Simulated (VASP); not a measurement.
# CdTe (Cmcm) in VASP: further runs

Runs on CdTe. Level: PBE. Tasks: single point.

All numbers are computed with VASP 6.6.1; they aren't measurements. Logs are shortened: lines on timing, memory, paths and dates and some standing lists are left out, and cuts for length are marked.

## Step 1: The cell of the first run

The structure is orthorhombic, space group Cmcm (No. 63). The conventional cell has a = 6.048 Å, b = 6.106 Å, c = 6.008 Å, α = 90.00°, β = 90.00°, γ = 90.00°. Within 3.9 Å of Cd (site symmetry m2m) lie 6 Te at 2.99 to 3.12 Å. Te (site symmetry m2m) has 6 Cd at 2.99 to 3.12 Å within 3.9 Å.

## Step 2: Single point, PBE (volume scaled by 0.96)

INCAR reads:

```
PREC = Accurate
ENCUT = 520
EDIFF = 1E-7
ISMEAR = -1
SIGMA = 0.05
LREAL = F
LASPH = T
NELM = 60
ALGO = Normal
ISIF = 2
LWAVE = F
LCHARG = F
GGA = PE
NBANDS = 26
```

KPOINTS reads:

```
Automatic mesh
0
Gamma
  9 9 6
```

POSCAR reads:

```
CdTe
1.0
    3.0238630702     -3.0527848324      0.0000000000
    3.0238630702      3.0527848324      0.0000000000
    0.0000000000      0.0000000000      6.0083358012
Cd Te
2 2
Direct
    0.2770300000      0.7229700000      0.7500000000
    0.7229700000      0.2770300000      0.2500000000
    0.7661370000      0.2338630000      0.7500000000
    0.2338630000      0.7661370000      0.2500000000
```

Potentials or basis: VASP PAW PBE potentials, release 64 (Cd, Te).

Started as:

```console
cat potpaw_PBE.64/Cd/POTCAR potpaw_PBE.64/Te/POTCAR > POTCAR
mpirun -np 1 vasp_std > vasp.out
```

OUTCAR:

```text
PREC = Accurate
   ENCUT = 520
   EDIFF = 1E-7
   ISMEAR = -1
   LREAL = F
   LASPH = T
   NELM = 60
   ISIF = 2
   GGA = PE

 ion  position               nearest neighbor table
   1  0.277  0.723  0.750-   3 2.99   4 3.02   4 3.02   3 3.02   3 3.02   3 3.12
   2  0.723  0.277  0.250-   4 2.99   3 3.02   3 3.02   4 3.02   4 3.02   4 3.12
   3  0.766  0.234  0.750-   1 2.99   2 3.02   2 3.02   1 3.02   1 3.02   1 3.12
   4  0.234  0.766  0.250-   2 2.99   1 3.02   1 3.02   2 3.02   2 3.02   2 3.12

  LATTYP: Found a base centered orthorhombic cell.
 ALAT       =     6.0477261404
 B/A-ratio  =     1.0095645079
 C/A-ratio  =     0.9934867522

  Lattice vectors:

 A1 = (   3.0238630702,  -3.0527848324,   0.0000000000)
 A2 = (   3.0238630702,   3.0527848324,   0.0000000000)
 A3 = (   0.0000000000,   0.0000000000,   6.0083358012)

Analysis of symmetry for initial positions (statically):
=====================================================================
 Subroutine PRICEL returns:
 Original cell was already a primitive cell.

 Routine SETGRP: Setting up the symmetry group for a
 base centered orthorhombic supercell.

 Subroutine GETGRP returns: Found  8 space group operations
 (whereof  4 operations were pure point group operations)
 out of a pool of  8 trial point group operations.

The static configuration has the point symmetry C_2h.
 The point group associated with its full space group is D_2h.

Analysis of symmetry for dynamics (positions and initial velocities):
=====================================================================
 Subroutine PRICEL returns:
 Original cell was already a primitive cell.

 Routine SETGRP: Setting up the symmetry group for a
 base centered orthorhombic supercell.

 Subroutine GETGRP returns: Found  8 space group operations
 (whereof  4 operations were pure point group operations)
 out of a pool of  8 trial point group operations.

The dynamic configuration has the point symmetry C_2h.
 The point group associated with its full space group is D_2h.

 Subroutine INISYM returns: Found  8 space group operations
 (whereof  4 operations are pure point group operations),
 and found     1 'primitive' translations

----------------------------------------------------------------------------------------

[... 92 lines left out ...]
   LSORBIT =      F    spin-orbit coupling
   LASPH  =      T    aspherical Exc in radial PAW
   ENCUT  =  520.0 eV  38.22 Ry    6.18 a.u.   7.99  7.99 11.17*2*pi/ulx,y,z
   NELM   =     60;   NELMIN=  2; NELMDL= -5     # of ELM steps
   EDIFF  = 0.1E-06   stopping-criterion for ELM
   LREAL  =      F    real-space projection
   EDIFFG = 0.1E-05   stopping-criterion for IOM
   NSW    =      0    number of steps for IOM
   IBRION =     -1    ionic relax: 0-MD 1-quasi-New 2-CG
   NFREE  =      0    steps in history (QN), initial steepest desc. (CG)
   ISIF   =      2    stress and relaxation
   ISYM   =      2    0-nonsym 1-usesym 2-fastsym
   POTIM  = 0.5000    time-step for ionic-motion
   TEBEG  =    0.0;   TEEND  =   0.0 temperature during run
   PSTRESS=    0.0 pullay stress
   NELECT =      36.0000    total number of electrons
   NUPDOWN=      -1.0000    fix difference up-down
   EMIN   =  10.00;   EMAX   =-10.00  energy-range for DOS
   EFERMI =   0.00;   METHOD = LEGACY
   ISMEAR =    -1;   SIGMA  =   0.05  broadening in eV -4-tet -1-fermi 0-gaus
   EFERMI_NEDOS =   21; number of points for ismear=-14 and -15
   IALGO  =     38    algorithm
   IMIX   =      4    mixing-type and parameters
     AMIX     =   0.40;   BMIX     =  1.00
     AMIX_MAG =   1.60;   BMIX_MAG =  1.00
  volume/ion in A,a.u.               =      27.73       187.15
  Fermi-wavevector in a.u.,A,eV,Ry     =   1.125023  2.125986 17.220585  1.265677
  Thomas-Fermi vector in A             =   2.261698
   LORBIT       =      0    0 simple, 1 ext, 2 COOP (PROOUT), +10 PAW based schemes
   GGA     = PE    functional components
   LHFCALC =     F    Hartree Fock is set to
   AEXX    =    0.0000 exact exchange contribution
   IVDW    =     0    specifies the selected vdW correction
   LEPSILON=     F    determine dielectric tensor
   LRPA    =     F    only Hartree local field effects (RPA)
 non-spin polarized calculation
  energy-cutoff  :      520.00
  volume of cell :      110.93
 maximum number of plane-waves:      3009
   NGX = 15   NGY = 15   NGZ = 23

 number of electron      36.0000005 magnetization

 Free energy of the ion-electron system (eV)
  ---------------------------------------------------
  ext. energy  EPLUGINS =         0.00000000
  ---------------------------------------------------
  free energy    TOTEN  =        -8.86992419 eV

  energy without entropy =       -8.85316186  energy(sigma->0) =       -8.86154303

 E-fermi :   4.1745     XC(G=0):  -9.8367

 val. band max:        4.1629944923   @ k =   0.4444   0.0000   0.1667
 cond. band min:       4.1796128581   @ k =   0.3333  -0.0000   0.1667
 fundamental gap:      0.0166183658
 Fermi energy:         4.1745048573

 k-point     1 :       0.0000    0.0000    0.0000
  band No.  band energies     occupation
      1      -7.5480      2.00000
      2      -6.6562      2.00000
      3      -4.1822      2.00000
      4      -4.1638      2.00000
      5      -4.1470      2.00000
      6      -4.1230      2.00000
[... 685 lines left out ...]
     25      13.5510      0.00000
     26      13.7421      0.00000

 [... further k-points ...]

------------------------ aborting loop because EDIFF is reached ----------------------------------------

  FORCE on cell =-STRESS in cart. coord.  units (eV):
  Direction    XX          YY          ZZ          XY          YZ          ZX
  --------------------------------------------------------------------------------------
  -------------------------------------------------------------------------------------
  Total        1.2810133      1.1980454      1.5961962      0.0000000      0.0000000      0.0000000
  in kB       18.5021292     17.3037943     23.0544275      0.0000000      0.0000000      0.0000000
  external PRESSURE =      19.6201170 kB  Pullay stress =       0.0000000 kB

 VOLUME and BASIS-vectors are now :
 -----------------------------------------------------------------------------
  energy-cutoff  :      520.00
  volume of cell :      110.93
      direct lattice vectors                 reciprocal lattice vectors
     3.023863070 -3.052784832  0.000000000     0.165351403 -0.163784881  0.000000000
     3.023863070  3.052784832  0.000000000     0.165351403  0.163784881  0.000000000
     0.000000000  0.000000000  6.008335801     0.000000000  0.000000000  0.166435438

 POSITION                                       TOTAL-FORCE (eV/Angst)
 -----------------------------------------------------------------------------------
      3.02386      1.36136      4.50625         0.000000      0.064522      0.000000
      3.02386     -1.36136      1.50208         0.000000     -0.064522      0.000000
      3.02386     -1.62492      4.50625         0.000000     -0.012394     -0.000000
      3.02386      1.62492      1.50208         0.000000      0.012394     -0.000000
 -----------------------------------------------------------------------------------
    total drift:                                0.000000      0.000000      0.000000

  FREE ENERGIE OF THE ION-ELECTRON SYSTEM (eV)
  ---------------------------------------------------
  free  energy   TOTEN  =        -8.8699241923 eV

  energy  without entropy=       -8.8531618605  energy(sigma->0) =       -8.86154303
```

Run time: 2.6 min. Hardware: 1 thread of Intel Xeon 6975P-C, shared host; peak memory 0.39 GiB.

What came out:

```
Free energy            : -8.8699 eV
Pressure               : 2.0 GPa
Largest force          : 0.065 eV/Å
Band gap on the k mesh : zero (band 18 reaches 4.27 eV, above the bottom of band 19 at 3.07 eV)
```

Forces in eV/Å, atoms in the order of the input:
```
Cd   0.000  0.065  0.000
Cd   0.000 -0.065  0.000
Te   0.000 -0.012  0.000
Te   0.000  0.012  0.000
```

Caveat: spin-orbit coupling is left out, which moves the levels of the heavy elements.

## Step 3: Single point, PBE (volume scaled by 0.99)

INCAR reads:

```
SYSTEM = CdTe
  PREC = Accurate
  ENCUT = 520
  EDIFF = 1E-7
  ISMEAR = -1
  SIGMA = 0.05
  LREAL = .FALSE.
  LASPH = .TRUE.
  NELM = 80
  ALGO = Normal
  ISIF = 2
  LWAVE = .FALSE.
  LCHARG = .FALSE.
  GGA = PE
  NBANDS = 26
```

KPOINTS reads:

```
regular mesh
0
G
  9 9 6
  0 0 0
```

POSCAR reads:

```
CdTe
1.0
    3.0550391141     -3.0842590598      0.0000000000
    3.0550391141      3.0842590598      0.0000000000
    0.0000000000      0.0000000000      6.0702817743
Cd Te
2 2
Direct
    0.2770300000      0.7229700000      0.7500000000
    0.7229700000      0.2770300000      0.2500000000
    0.7661370000      0.2338630000      0.7500000000
    0.2338630000      0.7661370000      0.2500000000
```

Potentials or basis: VASP PAW PBE potentials, release 64 (Cd, Te).

Started as:

```console
cat potpaw_PBE.64/Cd/POTCAR potpaw_PBE.64/Te/POTCAR > POTCAR
mpirun -np 1 vasp_std > vasp.out
```

OUTCAR:

```text
SYSTEM = CdTe
   PREC = Accurate
   ENCUT = 520
   EDIFF = 1E-7
   ISMEAR = -1
   LREAL = .FALSE.
   LASPH = .TRUE.
   NELM = 80
   ISIF = 2
   GGA = PE

 ion  position               nearest neighbor table
   1  0.277  0.723  0.750-   3 3.02   4 3.05   4 3.05   3 3.06   3 3.06   3 3.15
   2  0.723  0.277  0.250-   4 3.02   3 3.05   3 3.05   4 3.06   4 3.06   4 3.15
   3  0.766  0.234  0.750-   1 3.02   2 3.05   2 3.05   1 3.06   1 3.06   1 3.15
   4  0.234  0.766  0.250-   2 3.02   1 3.05   1 3.05   2 3.06   2 3.06   2 3.15

  LATTYP: Found a base centered orthorhombic cell.
 ALAT       =     6.1100782282
 B/A-ratio  =     1.0095645079
 C/A-ratio  =     0.9934867521

  Lattice vectors:

 A1 = (   3.0550391141,  -3.0842590598,   0.0000000000)
 A2 = (   3.0550391141,   3.0842590598,   0.0000000000)
 A3 = (   0.0000000000,   0.0000000000,   6.0702817743)

Analysis of symmetry for initial positions (statically):
=====================================================================
 Subroutine PRICEL returns:
 Original cell was already a primitive cell.

 Routine SETGRP: Setting up the symmetry group for a
 base centered orthorhombic supercell.

 Subroutine GETGRP returns: Found  8 space group operations
 (whereof  4 operations were pure point group operations)
 out of a pool of  8 trial point group operations.

The static configuration has the point symmetry C_2h.
 The point group associated with its full space group is D_2h.

Analysis of symmetry for dynamics (positions and initial velocities):
=====================================================================
 Subroutine PRICEL returns:
 Original cell was already a primitive cell.

 Routine SETGRP: Setting up the symmetry group for a
 base centered orthorhombic supercell.

 Subroutine GETGRP returns: Found  8 space group operations
 (whereof  4 operations were pure point group operations)
 out of a pool of  8 trial point group operations.

The dynamic configuration has the point symmetry C_2h.
 The point group associated with its full space group is D_2h.

 Subroutine INISYM returns: Found  8 space group operations
 (whereof  4 operations are pure point group operations),
 and found     1 'primitive' translations

----------------------------------------------------------------------------------------

                                     Primitive cell

  volume of cell :     114.3948

  direct lattice vectors                    reciprocal lattice vectors
     3.055039114 -3.084259060  0.000000000     0.163664026 -0.162113490  0.000000000
     3.055039114  3.084259060  0.000000000     0.163664026  0.162113490  0.000000000
     0.000000000  0.000000000  6.070281774     0.000000000  0.000000000  0.164736999

  length of vectors
     4.341188540  4.341188540  6.070281774     0.230362100  0.230362100  0.164736999

  position of ions in fractional coordinates (direct lattice)
     0.277030000  0.722970000  0.750000000
     0.722970000  0.277030000  0.250000000
     0.766137000  0.233863000  0.750000000
     0.233863000  0.766137000  0.250000000

  ion indices of the primitive-cell ions
   primitive index   ion index
                 1           1
                 2           2
                 3           3
                 4           4

----------------------------------------------------------------------------------------

 KPOINTS: regular mesh

Automatic generation of k-mesh.
 Grid dimensions read from file:
 generate k-points for:    9    9    6

 Generating k-lattice:

  Cartesian coordinates                     Fractional coordinates (reciprocal lattice)
     0.018184892 -0.018012610  0.000000000     0.111111111 -0.000000000  0.000000000
     0.018184892  0.018012610  0.000000000    -0.000000000  0.111111111  0.000000000
     0.000000000  0.000000000  0.027456166     0.000000000  0.000000000  0.166666667

  Length of vectors
     0.025595789  0.025595789  0.027456166

  Shift w.r.t. Gamma in fractional coordinates (k-lattice)
     0.000000000  0.000000000  0.000000000

 Subroutine IBZKPT returns following result:
 ===========================================

 Found    100 irreducible k-points:

 Following reciprocal coordinates:
            Coordinates               Weight
  0.000000  0.000000  0.000000      1.000000
  0.111111  0.000000  0.000000      4.000000
  0.222222 -0.000000  0.000000      4.000000
  0.333333  0.000000  0.000000      4.000000
  0.444444 -0.000000  0.000000      4.000000
  0.111111  0.111111  0.000000      2.000000
[... 16 lines left out ...]
 -0.333333  0.333333  0.000000      2.000000
  0.444444  0.444444  0.000000      2.000000
 [... further k-points ...]
   k-points           NKPTS =    100   k-points in BZ     NKDIM =    100   number of bands    NBANDS=     26
   number of dos      NEDOS =    301   number of ions     NIONS =      4
   total plane-waves  NPLWV =  49152
   dimension x,y,z NGX =    32 NGY =   32 NGZ =   48
   dimension x,y,z NGXF=    64 NGYF=   64 NGZF=   96
   ions per type =               2   2
   NGX,Y,Z   is equivalent  to a cutoff of  12.25, 12.25, 13.15 a.u.
   NGXF,Y,Z  is equivalent  to a cutoff of  24.51, 24.51, 26.29 a.u.
 SYSTEM =  CdTe
   PREC   = accura    normal or accurate (medium, high low for compatibility)
   ISTART =      0    job   : 0-new  1-cont  2-samecut
   ICHARG =      2    charge: 1-file 2-atom 10-const
   ISPIN  =      1    spin polarized calculation?
   LNONCOLLINEAR =      F non collinear calculations
   LSORBIT =      F    spin-orbit coupling
   LASPH  =      T    aspherical Exc in radial PAW
   ENCUT  =  520.0 eV  38.22 Ry    6.18 a.u.   8.07  8.07 11.29*2*pi/ulx,y,z
   NELM   =     80;   NELMIN=  2; NELMDL= -5     # of ELM steps
   EDIFF  = 0.1E-06   stopping-criterion for ELM
   LREAL  =      F    real-space projection
   EDIFFG = 0.1E-05   stopping-criterion for IOM
   NSW    =      0    number of steps for IOM
   IBRION =     -1    ionic relax: 0-MD 1-quasi-New 2-CG
   NFREE  =      0    steps in history (QN), initial steepest desc. (CG)
   ISIF   =      2    stress and relaxation
   ISYM   =      2    0-nonsym 1-usesym 2-fastsym
   POTIM  = 0.5000    time-step for ionic-motion
   TEBEG  =    0.0;   TEEND  =   0.0 temperature during run
   PSTRESS=    0.0 pullay stress
   NELECT =      36.0000    total number of electrons
   NUPDOWN=      -1.0000    fix difference up-down
   EMIN   =  10.00;   EMAX   =-10.00  energy-range for DOS
   EFERMI =   0.00;   METHOD = LEGACY
   ISMEAR =    -1;   SIGMA  =   0.05  broadening in eV -4-tet -1-fermi 0-gaus
   EFERMI_NEDOS =   21; number of points for ismear=-14 and -15
   IALGO  =     38    algorithm
   IMIX   =      4    mixing-type and parameters
     AMIX     =   0.40;   BMIX     =  1.00
     AMIX_MAG =   1.60;   BMIX_MAG =  1.00
  volume/ion in A,a.u.               =      28.60       192.99
  Fermi-wavevector in a.u.,A,eV,Ry     =   1.113543  2.104290 16.870913  1.239977
  Thomas-Fermi vector in A             =   2.250128
   LORBIT       =      0    0 simple, 1 ext, 2 COOP (PROOUT), +10 PAW based schemes
   GGA     = PE    functional components
   LHFCALC =     F    Hartree Fock is set to
   AEXX    =    0.0000 exact exchange contribution
   IVDW    =     0    specifies the selected vdW correction
   LEPSILON=     F    determine dielectric tensor
   LRPA    =     F    only Hartree local field effects (RPA)
 non-spin polarized calculation
  energy-cutoff  :      520.00
  volume of cell :      114.39
 maximum number of plane-waves:      3110
   NGX = 17   NGY = 17   NGZ = 23

 number of electron      36.0000002 magnetization

 Free energy of the ion-electron system (eV)
  ---------------------------------------------------
  ext. energy  EPLUGINS =         0.00000000
  ---------------------------------------------------
  free energy    TOTEN  =        -8.89460869 eV

  energy without entropy =       -8.87737104  energy(sigma->0) =       -8.88598987

 E-fermi :   3.8578     XC(G=0):  -9.6927

 val. band max:        3.8429990528   @ k =   0.4444  -0.0000   0.1667
 cond. band min:       3.8607249975   @ k =   0.3333   0.0000   0.1667
 fundamental gap:      0.0177259447
 Fermi energy:         3.8578376188

 k-point     1 :       0.0000    0.0000    0.0000
  band No.  band energies     occupation
      1      -7.6706      2.00000
      2      -6.8367      2.00000
      3      -4.4240      2.00000
      4      -4.4096      2.00000
      5      -4.3943      2.00000
      6      -4.3712      2.00000
[... 18 lines left out ...]
     25      11.5020      0.00000
     26      11.6447      0.00000
[... 644 lines left out ...]
      4      -4.4236      2.00000
      5      -4.3672      2.00000
      6      -4.3506      2.00000
[... 18 lines left out ...]
     25      13.0507      0.00000
     26      13.2171      0.00000

 [... further k-points ...]
[... 5 lines left out ...]
  --------------------------------------------------------------------------------------
  -------------------------------------------------------------------------------------
  Total        0.1837953      0.1321943      0.4573039      0.0000000      0.0000000      0.0000000
  in kB        2.5741780      1.8514702      6.4048514      0.0000000      0.0000000      0.0000000
  external PRESSURE =       3.6101665 kB  Pullay stress =       0.0000000 kB

 VOLUME and BASIS-vectors are now :
 -----------------------------------------------------------------------------
  energy-cutoff  :      520.00
  volume of cell :      114.39
      direct lattice vectors                 reciprocal lattice vectors
     3.055039114 -3.084259060  0.000000000     0.163664026 -0.162113490  0.000000000
     3.055039114  3.084259060  0.000000000     0.163664026  0.162113490  0.000000000
     0.000000000  0.000000000  6.070281774     0.000000000  0.000000000  0.164736999

 POSITION                                       TOTAL-FORCE (eV/Angst)
 -----------------------------------------------------------------------------------
      3.05504      1.37539      4.55271         0.000000      0.048004     -0.000000
      3.05504     -1.37539      1.51757         0.000000     -0.048004      0.000000
      3.05504     -1.64167      4.55271         0.000000      0.020447     -0.000000
      3.05504      1.64167      1.51757         0.000000     -0.020447     -0.000000
 -----------------------------------------------------------------------------------
    total drift:                                0.000000      0.000000      0.000000

  FREE ENERGIE OF THE ION-ELECTRON SYSTEM (eV)
  ---------------------------------------------------
  free  energy   TOTEN  =        -8.8946086885 eV

  energy  without entropy=       -8.8773710441  energy(sigma->0) =       -8.88598987
```

stdout:

```text
POSCAR found type information on POSCAR CdTe
 POSCAR found :  2 types and       4 ions
 scaLAPACK will be used
 LDA part: xc-table for (Slater+PW92), standard interpolation
 POSCAR, INCAR and KPOINTS ok, starting setup
 FFT: planning ... GRIDC
 FFT: planning ... GRID_SOFT
 FFT: planning ... GRID
 WAVECAR not read
 entering main loop
```

It took 3.7 min on 1 thread of Intel Xeon 6975P-C, shared host; peak memory 0.4 GiB.

Results:

* Free energy: -8.8946 eV
* Pressure: 0.4 GPa
* Largest force: 0.048 eV/Å
* Band gap on the k mesh: zero (band 18 reaches 3.95 eV, above the bottom of band 19 at 2.78 eV)

Forces in eV/Å, atoms in the order of the input:
```
Cd   0.000  0.048  0.000
Cd   0.000 -0.048  0.000
Te   0.000  0.020  0.000
Te   0.000 -0.020  0.000
```

Caveat: spin-orbit coupling is left out, which moves the levels of the heavy elements.
